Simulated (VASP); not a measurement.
# Co (R-3m) in VASP: single point with PBE

Aim: the single point of Co with PBE.

Program: VASP 6.6.1. These are calculated values, not measurements. Logs are shortened: lines on timing, memory, paths and dates and some standing lists are left out, and cuts for length are marked.

## (1) The cell of the first run

It takes space group R-3m (No. 166, trigonal). The conventional cell has a = 2.446 Å, b = 2.446 Å, c = 23.893 Å, α = 90.00°, β = 90.00°, γ = 120.00°. Co (site symmetry 3m) has 12 Co at 2.44 to 2.45 Å within 3.2 Å. Co (site symmetry 3m) has 12 Co at 2.44 to 2.45 Å within 3.2 Å.

## (2) Single point, PBE

Contents of INCAR:

```
PREC = Accurate ; ENCUT = 520
EDIFF = 1E-6 ; ISMEAR = 0
SIGMA = 0.1 ; LREAL = F
LASPH = T ; NELM = 80
ALGO = Fast ; ISIF = 2
LWAVE = F ; LCHARG = T
GGA = PE ; LELF = T
LVHAR = T ; NBANDS = 26
```

Contents of KPOINTS:

```
Automatic mesh
0
Gamma
  21 21 21
```

Contents of POSCAR:

```
Co
1.0
    1.2229150411      0.7060503281      7.9641690125
   -1.2229150411      0.7060503281      7.9641690125
    0.0000000000     -1.4121006563      7.9641690125
Co
4
Direct
    0.8751432990      0.8751432990      0.8751432990
    0.1248567010      0.1248567010      0.1248567010
    0.7083342397      0.7083342397      0.7083342397
    0.2916657603      0.2916657603      0.2916657603
```

Potentials or basis: VASP PAW PBE potentials, release 64 (Co).

Run with:

```bash
cat potpaw_PBE.64/Co/POTCAR > POTCAR
mpirun -np 1 vasp_std > vasp.out
```

OUTCAR:

```text
PREC = Accurate
   ENCUT = 520
   EDIFF = 1E-6
   ISMEAR = 0
   LREAL = F
   LASPH = T
   NELM = 80
   ISIF = 2
   GGA = PE

 ion  position               nearest neighbor table
   1  0.875  0.875  0.875-   4 2.44   4 2.44   4 2.44   2 2.45   2 2.45   2 2.45
   2  0.125  0.125  0.125-   3 2.44   3 2.44   3 2.44   1 2.45   1 2.45   1 2.45
   3  0.708  0.708  0.708-   2 2.44   2 2.44   2 2.44   4 2.44   4 2.44   4 2.44
   4  0.292  0.292  0.292-   1 2.44   1 2.44   1 2.44   3 2.44   3 2.44   3 2.44

  LATTYP: Found a trigonal (rhomboedric) cell.
 ALAT       =     8.0883877456
 COS(alpha) =     0.9542807978

  Lattice vectors:

 A1 = (   1.2229150411,   0.7060503281,   7.9641690125)
 A2 = (  -1.2229150411,   0.7060503281,   7.9641690125)
 A3 = (   0.0000000000,  -1.4121006563,   7.9641690125)

Analysis of symmetry for initial positions (statically):
=====================================================================
 Subroutine PRICEL returns:
 Original cell was already a primitive cell.

 Routine SETGRP: Setting up the symmetry group for a
 trigonal (rhombohedral) supercell.

 Subroutine GETGRP returns: Found 12 space group operations
 (whereof 12 operations were pure point group operations)
 out of a pool of 12 trial point group operations.

The static configuration has the point symmetry D_3d.

Analysis of symmetry for dynamics (positions and initial velocities):
=====================================================================
 Subroutine PRICEL returns:
 Original cell was already a primitive cell.

 Routine SETGRP: Setting up the symmetry group for a
 trigonal (rhombohedral) supercell.

 Subroutine GETGRP returns: Found 12 space group operations
 (whereof 12 operations were pure point group operations)
 out of a pool of 12 trial point group operations.

The dynamic configuration has the point symmetry D_3d.

 Subroutine INISYM returns: Found 12 space group operations
 (whereof 12 operations are pure point group operations),
 and found     1 'primitive' translations

----------------------------------------------------------------------------------------

                                     Primitive cell

  volume of cell :      41.2595

  direct lattice vectors                    reciprocal lattice vectors
     1.222915041  0.706050328  7.964169013     0.408859147  0.236054938  0.041854126
    -1.222915041  0.706050328  7.964169013    -0.408859147  0.236054938  0.041854126
     0.000000000 -1.412100656  7.964169013     0.000000000 -0.472109877  0.041854126

  length of vectors
     8.088387746  8.088387746  8.088387746     0.473961500  0.473961500  0.473961500

  position of ions in fractional coordinates (direct lattice)
     0.875143299  0.875143299  0.875143299
     0.124856701  0.124856701  0.124856701
     0.708334240  0.708334240  0.708334240
     0.291665760  0.291665760  0.291665760

  ion indices of the primitive-cell ions
   primitive index   ion index
                 1           1
                 2           2
                 3           3
                 4           4

----------------------------------------------------------------------------------------

 KPOINTS: Automatic mesh

Automatic generation of k-mesh.
 Grid dimensions read from file:
 generate k-points for:   21   21   21

 Generating k-lattice:

  Cartesian coordinates                     Fractional coordinates (reciprocal lattice)
     0.019469483  0.011240711  0.001993054     0.047619048  0.000000000  0.000000000
    -0.019469483  0.011240711  0.001993054     0.000000000  0.047619048  0.000000000
     0.000000000 -0.022481423  0.001993054    -0.000000000 -0.000000000  0.047619048

  Length of vectors
     0.022569595  0.022569595  0.022569595

  Shift w.r.t. Gamma in fractional coordinates (k-lattice)
     0.000000000  0.000000000  0.000000000

 Subroutine IBZKPT returns following result:
 ===========================================

 Found    891 irreducible k-points:

 Following reciprocal coordinates:
            Coordinates               Weight
  0.000000  0.000000  0.000000      1.000000
  0.047619  0.000000  0.000000      6.000000
  0.095238  0.000000  0.000000      6.000000
  0.142857 -0.000000  0.000000      6.000000
  0.190476  0.000000  0.000000      6.000000
  0.238095  0.000000  0.000000      6.000000
[... 16 lines left out ...]
 -0.428571  0.047619  0.000000     12.000000
 -0.380952  0.047619  0.000000     12.000000
 [... further k-points ...]
   k-points           NKPTS =    891   k-points in BZ     NKDIM =    891   number of bands    NBANDS=     26
   number of dos      NEDOS =    301   number of ions     NIONS =      4
   total plane-waves  NPLWV = 216000
   dimension x,y,z NGX =    60 NGY =   60 NGZ =   60
   dimension x,y,z NGXF=   120 NGYF=  120 NGZF=  120
   ions per type =               4
   NGX,Y,Z   is equivalent  to a cutoff of  12.33, 12.33, 12.33 a.u.
   NGXF,Y,Z  is equivalent  to a cutoff of  24.66, 24.66, 24.66 a.u.
 SYSTEM =  unknown system
   PREC   = accura    normal or accurate (medium, high low for compatibility)
   ISTART =      0    job   : 0-new  1-cont  2-samecut
   ICHARG =      2    charge: 1-file 2-atom 10-const
   ISPIN  =      1    spin polarized calculation?
   LNONCOLLINEAR =      F non collinear calculations
   LSORBIT =      F    spin-orbit coupling
   LASPH  =      T    aspherical Exc in radial PAW
   ENCUT  =  520.0 eV  38.22 Ry    6.18 a.u.  15.04 15.04 15.04*2*pi/ulx,y,z
   NELM   =     80;   NELMIN=  2; NELMDL= -5     # of ELM steps
   EDIFF  = 0.1E-05   stopping-criterion for ELM
   LREAL  =      F    real-space projection
   EDIFFG = 0.1E-04   stopping-criterion for IOM
   NSW    =      0    number of steps for IOM
   IBRION =     -1    ionic relax: 0-MD 1-quasi-New 2-CG
   NFREE  =      0    steps in history (QN), initial steepest desc. (CG)
   ISIF   =      2    stress and relaxation
   ISYM   =      2    0-nonsym 1-usesym 2-fastsym
   POTIM  = 0.5000    time-step for ionic-motion
   TEBEG  =    0.0;   TEEND  =   0.0 temperature during run
   PSTRESS=    0.0 pullay stress
   NELECT =      36.0000    total number of electrons
   NUPDOWN=      -1.0000    fix difference up-down
   EMIN   =  10.00;   EMAX   =-10.00  energy-range for DOS
   EFERMI =   0.00;   METHOD = LEGACY
   ISMEAR =     0;   SIGMA  =   0.10  broadening in eV -4-tet -1-fermi 0-gaus
   EFERMI_NEDOS =   21; number of points for ismear=-14 and -15
   IALGO  =     68    algorithm
   IMIX   =      4    mixing-type and parameters
     AMIX     =   0.40;   BMIX     =  1.00
     AMIX_MAG =   1.60;   BMIX_MAG =  1.00
  volume/ion in A,a.u.               =      10.31        69.61
  Fermi-wavevector in a.u.,A,eV,Ry     =   1.564352  2.956196 33.296133  2.447197
  Thomas-Fermi vector in A             =   2.666988
   LORBIT       =      0    0 simple, 1 ext, 2 COOP (PROOUT), +10 PAW based schemes
   GGA     = PE    functional components
   LHFCALC =     F    Hartree Fock is set to
   AEXX    =    0.0000 exact exchange contribution
   IVDW    =     0    specifies the selected vdW correction
   LEPSILON=     F    determine dielectric tensor
   LRPA    =     F    only Hartree local field effects (RPA)
 non-spin polarized calculation
 RMM-DIIS sequential band-by-band and
 Gauss-broadening in eV      SIGMA  =   0.10
  energy-cutoff  :      520.00
  volume of cell :       41.26
 maximum number of plane-waves:      1133
   NGX = 29   NGY = 29   NGZ = 29

 number of electron      35.9999986 magnetization

 Free energy of the ion-electron system (eV)
  ---------------------------------------------------
  ext. energy  EPLUGINS =         0.00000000
  ---------------------------------------------------
  free energy    TOTEN  =       -27.34142574 eV

  energy without entropy =      -27.29395027  energy(sigma->0) =      -27.31768800

 E-fermi :  10.8975     XC(G=0): -13.7226

 val. band max:       10.8974006453   @ k =  -0.1905  -0.1905   0.0952
 cond. band min:      10.8978284254   @ k =  -0.4762   0.4286   0.0476
 fundamental gap:      0.0004277802
 Fermi energy:        10.8974868929

 k-point     1 :       0.0000    0.0000    0.0000
  band No.  band energies     occupation
      1       1.7730      2.00000
      2       4.1006      2.00000
      3       4.1118      2.00000
      4       6.0221      2.00000
      5       8.5059      2.00000
      6       8.5256      2.00000
[... 18 lines left out ...]
     25      18.1193      0.00000
     26      26.5719      0.00000

 k-point     2 :       0.0476    0.0000    0.0000
  band No.  band energies     occupation
      1       1.8572      2.00000
      2       4.1164      2.00000
      3       4.2409      2.00000
      4       6.0784      2.00000
      5       8.4563      2.00000
      6       8.4808      2.00000
[... 18 lines left out ...]
     25      18.1319      0.00000
     26      26.4542      0.00000

 k-point     3 :       0.0952    0.0000    0.0000
  band No.  band energies     occupation
      1       2.1071      2.00000
      2       4.2692      2.00000
      3       4.5107      2.00000
      4       6.2405      2.00000
      5       8.3169      2.00000
      6       8.3797      2.00000
[... 18 lines left out ...]
     25      18.1734      0.00000
     26      26.4271      0.00000

 k-point     4 :       0.1429   -0.0000    0.0000
  band No.  band energies     occupation
      1       2.5142      2.00000
      2       4.5492      2.00000
      3       4.8914      2.00000
      4       6.4855      2.00000
      5       8.1217      2.00000
      6       8.2613      2.00000
[... 18 lines left out ...]
     25      18.2554      0.00000
     26      26.4977      0.00000

 k-point     5 :       0.1905    0.0000    0.0000
  band No.  band energies     occupation
      1       3.0623      2.00000
      2       4.9251      2.00000
      3       5.3330      2.00000
      4       6.7682      2.00000
      5       7.9073      2.00000
      6       8.1022      2.00000
[... 18 lines left out ...]
     25      18.3947      0.00000
     26      26.6290      0.00000

 k-point     6 :       0.2381    0.0000    0.0000
  band No.  band energies     occupation
      1       3.7243      2.00000
      2       5.3407      2.00000
      3       5.7498      2.00000
      4       7.0093      2.00000
      5       7.6955      2.00000
      6       7.8519      2.00000
[... 427 lines left out ...]
 k-point    21 :       0.4762    0.0476    0.0000
  band No.  band energies     occupation
      1       6.1096      2.00000
      2       6.1419      2.00000
      3       6.5290      2.00000
      4       6.8175      2.00000
      5       7.0686      2.00000
      6       7.2032      2.00000
[... 18 lines left out ...]
     25      18.7867      0.00000
     26      19.9863      0.00000

 k-point    22 :      -0.4762    0.0476    0.0000
  band No.  band energies     occupation
      1       6.1164      2.00000
      2       6.1389      2.00000
      3       6.6770      2.00000
      4       6.7054      2.00000
      5       7.0534      2.00000
      6       7.1903      2.00000
[... 18 lines left out ...]
     25      18.4060      0.00000
     26      19.7047      0.00000

 k-point    23 :      -0.4286    0.0476    0.0000
  band No.  band energies     occupation
      1       6.1029      2.00000
      2       6.1530      2.00000
      3       6.5311      2.00000
      4       6.7939      2.00000
      5       7.0792      2.00000
      6       7.2156      2.00000
[... 18 lines left out ...]
     25      18.7313      0.00000
     26      20.0510      0.00000

 k-point    24 :      -0.3810    0.0476    0.0000
  band No.  band energies     occupation
      1       5.9997      2.00000
      2       6.1635      2.00000
      3       6.3020      2.00000
      4       6.9057      2.00000
      5       7.1538      2.00000
      6       7.2703      2.00000
[... 18 lines left out ...]
     25      19.1068      0.00000
     26      20.0828      0.00000

 [... further k-points ...]
[... 5 lines left out ...]
  --------------------------------------------------------------------------------------
  -------------------------------------------------------------------------------------
  Total       -0.2003303     -0.2003303     -0.1926294      0.0000000      0.0000000      0.0000000
  in kB       -7.7791745     -7.7791745     -7.4801377      0.0000000      0.0000000      0.0000000
  external PRESSURE =      -7.6794955 kB  Pullay stress =       0.0000000 kB

 VOLUME and BASIS-vectors are now :
 -----------------------------------------------------------------------------
  energy-cutoff  :      520.00
  volume of cell :       41.26
      direct lattice vectors                 reciprocal lattice vectors
     1.222915041  0.706050328  7.964169013     0.408859147  0.236054938  0.041854126
    -1.222915041  0.706050328  7.964169013    -0.408859147  0.236054938  0.041854126
     0.000000000 -1.412100656  7.964169013     0.000000000 -0.472109877  0.041854126

 POSITION                                       TOTAL-FORCE (eV/Angst)
 -----------------------------------------------------------------------------------
      0.00000     -0.00000     20.90937         0.000000      0.000000     -0.003094
      0.00000     -0.00000      2.98314         0.000000     -0.000000      0.003094
      0.00000     -0.00000     16.92388         0.000000     -0.000000      0.001473
      0.00000     -0.00000      6.96863         0.000000      0.000000     -0.001473
 -----------------------------------------------------------------------------------
    total drift:                                0.000000     -0.000000      0.000000

  FREE ENERGIE OF THE ION-ELECTRON SYSTEM (eV)
  ---------------------------------------------------
  free  energy   TOTEN  =       -27.3414257352 eV

  energy  without entropy=      -27.2939502696  energy(sigma->0) =      -27.31768800
```

It took 75 min on 1 thread of Intel Xeon 6975P-C (Granite Rapids), shared host; peak memory 1 GiB.

What came out:

| Item | Value |
| --- | --- |
| Free energy | -27.3414 eV |
| Pressure | -0.8 GPa |
| Largest force | 0.003 eV/Å |
| Band gap on the k mesh | zero (bands 18 and 19 overlap by 1.10 eV) |

Forces in eV/Å, atoms in the order of the input:
```
Co   0.000  0.000 -0.003
Co   0.000  0.000  0.003
Co   0.000  0.000  0.001
Co   0.000  0.000 -0.001
```

Levels at points of the mesh, in eV from the Fermi level:
| k point | band 15 | band 16 | band 17 | band 18 | band 19 | band 20 |
| --- | --- | --- | --- | --- | --- | --- |
| (0.00, 0.00, 0.00) | -1.73 | -0.80 | -0.80 | -0.36 | -0.36 | -0.33 |

Caveat: the run has no spin polarisation, though such a crystal can be magnetic. Spin polarisation is off, so any magnetic state and its effect on volume and gap are missing.
